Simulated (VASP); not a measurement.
# Si16N (a cell with a defect) in VASP: single point with LDA

Aim: the single point of Si16N (a cell with a defect) with LDA.

Everything below comes from runs of VASP 6.6.1. Logs are shortened: lines on timing, memory, paths and dates and some standing lists are left out, and cuts for length are marked.

**1. The cell of the first run**

The cell holds a defect, 17 atoms: a = 7.679 Å, b = 7.679 Å, c = 7.679 Å, α = 60.00°, β = 60.00°, γ = 60.00°.

**2. Single point, LDA, collinear spin, ferromagnetic start**

Input file INCAR:

```
SYSTEM = Si16N
PREC = Accurate
ENCUT = 520
EDIFF = 1E-7
ISMEAR = 0
SIGMA = 0.05
LREAL = Auto
LASPH = .True.
NELM = 150
ALGO = Normal
ISIF = 2
LWAVE = .False.
LCHARG = .False.
ISPIN = 2
MAGMOM = 0 0 0 0 0 0 0 0 0 0 0 0 0 0 0 0 1
LORBIT = 11
GGA = CA
NBANDS = 52
```

Input file KPOINTS:

```
Automatic mesh
0
Gamma
  2 2 2
  0 0 0
```

Input file POSCAR:

```
Si16N
1.0
    0.0000000000      5.4300000000      5.4300000000
    5.4300000000      0.0000000000      5.4300000000
    5.4300000000      5.4300000000      0.0000000000
Si N
16 1
Direct
    0.0195963233     -0.0136418456     -0.0213189194
    0.0864477925      0.1334648704      0.1365498832
   -0.0160345410      0.0083095261      0.5103461347
    0.1261617184      0.1389637789      0.6120390793
   -0.0161735153      0.5065001179      0.0130384214
    0.1150238752      0.6178638427      0.1443891659
   -0.0196257770      0.5116073833      0.5185248632
    0.1128137890      0.6343779943      0.6388389824
    0.4596276397     -0.0025428154      0.0168098709
    0.6611048531      0.1309361384      0.0235793275
    0.4908565131      0.0483924023      0.4967633518
    0.6097014994      0.1425172391      0.6501543510
    0.4848456680      0.4908662157      0.0563500595
    0.6111364044      0.6338321390      0.1568304284
    0.4869751131      0.5160911678      0.5324115813
    0.6071824501      0.6485632144      0.6551018337
    0.5643828740      0.2193966709      0.2314616252
```

Potentials or basis: VASP PAW LDA potentials, release 64 (Si, N).

Started as:

```
cat potpaw_LDA.64/Si/POTCAR potpaw_LDA.64/N/POTCAR > POTCAR
mpirun -np 1 vasp_std > vasp.out
```

OUTCAR:

```text
SYSTEM = Si16N
   PREC = Accurate
   ENCUT = 520
   EDIFF = 1E-7
   ISMEAR = 0
   LREAL = Auto
   LASPH = .True.
   NELM = 150
   ISIF = 2
   ISPIN = 2
   LORBIT = 11
   GGA = CA

 ion  position               nearest neighbor table
   1  0.020  0.986  0.979-  10 2.30   4 2.31   6 2.33   2 2.36
   2  0.086  0.133  0.137-   9 2.34   5 2.35   3 2.35   1 2.36
   3  0.984  0.008  0.510-   8 2.35   2 2.35  12 2.35   4 2.35
   4  0.126  0.139  0.612-  11 2.30   1 2.31   7 2.35   3 2.35
   5  0.984  0.507  0.013-  14 2.34   2 2.35   6 2.35   8 2.35
   6  0.115  0.618  0.144-   1 2.33  13 2.33   5 2.35   7 2.35
   7  0.980  0.512  0.519-  16 2.35   4 2.35   6 2.35   8 2.36
   8  0.113  0.634  0.639-   3 2.35   5 2.35  15 2.35   7 2.36
   9  0.460  0.997  0.017-  10 2.27  14 2.30  12 2.32   2 2.34
  10  0.661  0.131  0.024-  17 1.72   9 2.27   1 2.30  13 2.48  11 3.01  12 3.04
  11  0.491  0.048  0.497-  17 1.76   4 2.30  12 2.31  16 2.51  10 3.01
  12  0.610  0.143  0.650-  11 2.31   9 2.32  15 2.34   3 2.35  10 3.04
  13  0.485  0.491  0.056-  17 1.81  14 2.32   6 2.33  10 2.48  16 2.52
  14  0.611  0.634  0.157-   9 2.30  13 2.32   5 2.34  15 2.36
  15  0.487  0.516  0.532-  12 2.34   8 2.35  16 2.35  14 2.36
  16  0.607  0.649  0.655-   7 2.35  15 2.35  11 2.51  13 2.52
  17  0.564  0.219  0.231-  10 1.72  11 1.76  13 1.81

  LATTYP: Found a face centered cubic cell.
 ALAT       =    10.8600000000

  Lattice vectors:

 A1 = (   0.0000000000,   5.4300000000,   5.4300000000)
 A2 = (   5.4300000000,   0.0000000000,   5.4300000000)
 A3 = (   5.4300000000,   5.4300000000,   0.0000000000)

Analysis of symmetry for initial positions (statically):
=====================================================================
 Subroutine PRICEL returns:
 Original cell was already a primitive cell.

 Routine SETGRP: Setting up the symmetry group for a
 face centered cubic supercell.

 Subroutine GETGRP returns: Found  1 space group operations
 (whereof  1 operations were pure point group operations)
 out of a pool of 48 trial point group operations.

The static configuration has the point symmetry C_1 .

Analysis of symmetry for dynamics (positions and initial velocities):
=====================================================================
 Subroutine PRICEL returns:
 Original cell was already a primitive cell.

 Routine SETGRP: Setting up the symmetry group for a
 face centered cubic supercell.

 Subroutine GETGRP returns: Found  1 space group operations
 (whereof  1 operations were pure point group operations)
 out of a pool of 48 trial point group operations.

The dynamic configuration has the point symmetry C_1 .

Analysis of structural, dynamic, and magnetic symmetry:
=====================================================================
 Subroutine PRICEL returns:
[... 170 lines left out ...]

 E-fermi :   6.1018     XC(G=0):  -9.7449

 val. band max:        6.0838552401   @ k =   0.0000   0.0000   0.5000
 cond. band min:       6.1203702956   @ k =   0.5000   0.5000   0.5000
 fundamental gap:      0.0365150556
 Fermi energy:         6.1018443793

 spin component 1

 k-point     1 :       0.0000    0.0000    0.0000
  band No.  band energies     occupation
      1     -10.4417      1.00000
      2      -5.7566      1.00000
      3      -4.1732      1.00000
      4      -3.8126      1.00000
      5      -3.7790      1.00000
      6      -3.1692      1.00000
[... 381 lines left out ...]
     45       9.8822      0.00000
     46      10.1447      0.00000
 Fermi energy:         6.1018443793

 spin component 2

 k-point     1 :       0.0000    0.0000    0.0000
  band No.  band energies     occupation
      1     -10.4417      1.00000
      2      -5.7566      1.00000
      3      -4.1732      1.00000
      4      -3.8126      1.00000
      5      -3.7790      1.00000
      6      -3.1692      1.00000
[... 381 lines left out ...]
     45       9.8823      0.00000
     46      10.1447      0.00000
 [bands above 46 left out]

------------------------ aborting loop because EDIFF is reached ----------------------------------------

  FORCE on cell =-STRESS in cart. coord.  units (eV):
  Direction    XX          YY          ZZ          XY          YZ          ZX
  --------------------------------------------------------------------------------------
  -------------------------------------------------------------------------------------
  Total        4.7618690     -2.7503544     -0.9124245     -0.0294461      2.4067412     -0.9137262
  in kB       23.8264062    -13.7616261     -4.5653918     -0.1473359     12.0423288     -4.5719047
  external PRESSURE =       1.8331294 kB  Pullay stress =       0.0000000 kB

 VOLUME and BASIS-vectors are now :
 -----------------------------------------------------------------------------
  energy-cutoff  :      520.00
  volume of cell :      320.21
      direct lattice vectors                 reciprocal lattice vectors
     0.000000000  5.430000000  5.430000000    -0.092081031  0.092081031  0.092081031
     5.430000000  0.000000000  5.430000000     0.092081031 -0.092081031  0.092081031
     5.430000000  5.430000000  0.000000000     0.092081031  0.092081031 -0.092081031

 POSITION                                       TOTAL-FORCE (eV/Angst)
 -----------------------------------------------------------------------------------
     10.67016      5.42065      5.46233         0.006516      0.000598     -0.006163
      1.46618      1.21088      1.19413        -0.005339      0.008160      0.005370
      2.81630      8.11411      5.38805         0.005886     -0.000148     -0.002074
      4.07795      4.00843      1.43963        -0.012113     -0.004352     -0.000072
      2.82109      5.41298      8.09247         0.003990     -0.013685     -0.006402
      4.13903      1.40861      3.97958        -0.005369     -0.001488      0.003557
[... 9 lines left out ...]
      7.07890      6.85420      6.81870         0.006981     -0.015659      0.005649
      2.44816      4.32144      4.25592         0.025602      0.018285     -0.022291
 -----------------------------------------------------------------------------------
    total drift:                                0.000482      0.001232      0.000750

  FREE ENERGIE OF THE ION-ELECTRON SYSTEM (eV)
  ---------------------------------------------------
  free  energy   TOTEN  =      -102.0851691137 eV

  energy  without entropy=     -102.0788648142  energy(sigma->0) =     -102.08201696

 total charge

# of ion       s       p       d       tot
------------------------------------------
    1        0.761   0.967   0.000   1.728
    2        0.749   0.951   0.000   1.699
    3        0.747   0.954   0.000   1.701
    4        0.753   0.976   0.000   1.729
    5        0.747   0.962   0.000   1.709
    6        0.752   0.966   0.000   1.718
[... 9 lines left out ...]
   16        0.771   0.876   0.000   1.648
   17        1.242   2.579   0.000   3.821
--------------------------------------------------
tot         13.304  17.796   0.000  31.100

 magnetization (x)

# of ion       s       p       d       tot
------------------------------------------
    1        0.000   0.000   0.000   0.000
    2       -0.000  -0.000   0.000  -0.000
    3       -0.000   0.000   0.000   0.000
    4        0.000   0.000   0.000   0.000
    5        0.000   0.000   0.000   0.000
    6        0.000   0.000   0.000   0.000
[... 9 lines left out ...]
   16        0.000   0.000   0.000   0.000
   17        0.000   0.000   0.000   0.000
--------------------------------------------------
tot          0.000   0.000   0.000   0.000
```

OSZICAR:

```text
N       E                     dE             d eps       ncg     rms          rms(c)
DAV:   1     0.174308165201E+03    0.17431E+03   -0.26826E+04  1664   0.110E+03
DAV:   2    -0.870181858796E+02   -0.26133E+03   -0.24681E+03  2072   0.172E+02
DAV:   3    -0.106151297342E+03   -0.19133E+02   -0.18838E+02  2132   0.438E+01
DAV:   4    -0.106552422869E+03   -0.40113E+00   -0.39985E+00  2096   0.763E+00
DAV:   5    -0.106562043162E+03   -0.96203E-02   -0.96138E-02  2120   0.113E+00    0.180E+01
DAV:   6    -0.102420730793E+03    0.41413E+01   -0.10954E+01  2252   0.153E+01    0.105E+01
DAV:   7    -0.102290685174E+03    0.13005E+00   -0.51786E+00  1952   0.705E+00    0.511E+00
DAV:   8    -0.102141474549E+03    0.14921E+00   -0.13306E+00  2132   0.432E+00    0.230E+00
DAV:   9    -0.102080754008E+03    0.60721E-01   -0.26360E-01  2288   0.206E+00    0.916E-01
DAV:  10    -0.102087228916E+03   -0.64749E-02   -0.16832E-01  1968   0.123E+00    0.477E-01
DAV:  11    -0.102084875026E+03    0.23539E-02   -0.12624E-02  2336   0.430E-01    0.222E-01
DAV:  12    -0.102085247255E+03   -0.37223E-03   -0.65801E-03  1948   0.251E-01    0.102E-01
DAV:  13    -0.102085155442E+03    0.91813E-04   -0.67292E-04  2496   0.104E-01    0.407E-02
DAV:  14    -0.102085178911E+03   -0.23469E-04   -0.18843E-04  1956   0.454E-02    0.288E-02
DAV:  15    -0.102085168249E+03    0.10662E-04   -0.35453E-05  2216   0.239E-02    0.921E-03
DAV:  16    -0.102085169109E+03   -0.85998E-06   -0.10516E-05  1956   0.110E-02    0.254E-03
DAV:  17    -0.102085169114E+03   -0.49831E-08   -0.27977E-07  1968   0.179E-03
   1 F= -.10208517E+03 E0= -.10208202E+03  d E =-.630430E-02  mag=     0.0001
```

stdout:

```text
POSCAR found type information on POSCAR SiN
 POSCAR found :  2 types and      17 ions
 scaLAPACK will be used
 LDA part: xc-table for (Slater(with rela. corr.)+CA(PZ))
 , standard interpolation
 POSCAR, INCAR and KPOINTS ok, starting setup
 FFT: planning ... GRIDC
 FFT: planning ... GRID_SOFT
 FFT: planning ... GRID
 WAVECAR not read
 entering main loop
```

Run time: 16 min. Hardware: 1 thread of Intel Xeon 8259CL, shared host; peak memory 0.49 GiB.

What came out:

```yaml
Free_energy: -102.0852 eV
Pressure: 0.2 GPa
Largest_force: 0.054 eV/Å
Net_moment: 0.00 μB per cell
Valence_electrons_inside_the_program's_atomic_spheres: Si 1.73, 1.70, 1.71, 1.72, 1.75, 1.68, 1.65 (each value once); N 3.82
```

Forces in eV/Å, atoms in the order of the input:
```
Si   0.007  0.001 -0.006
Si  -0.005  0.008  0.005
Si   0.006  0.000 -0.002
Si  -0.012 -0.004  0.000
Si   0.004 -0.014 -0.006
Si  -0.005 -0.001  0.004
Si   0.007  0.002 -0.001
Si   0.000 -0.003  0.004
Si   0.003  0.002  0.013
Si  -0.052 -0.007 -0.011
Si   0.004  0.012 -0.003
Si  -0.006  0.002  0.004
Si   0.008  0.001  0.019
Si   0.008 -0.001 -0.002
Si   0.001 -0.001 -0.001
Si   0.007 -0.016  0.006
N    0.026  0.018 -0.022
```

Stress tensor (GPa, compression positive):
```
 2.38 -0.01 -0.46
-0.01 -1.38  1.20
-0.46  1.20 -0.46
```

Caveat: the k points lie up to 0.50 Å⁻¹ apart.
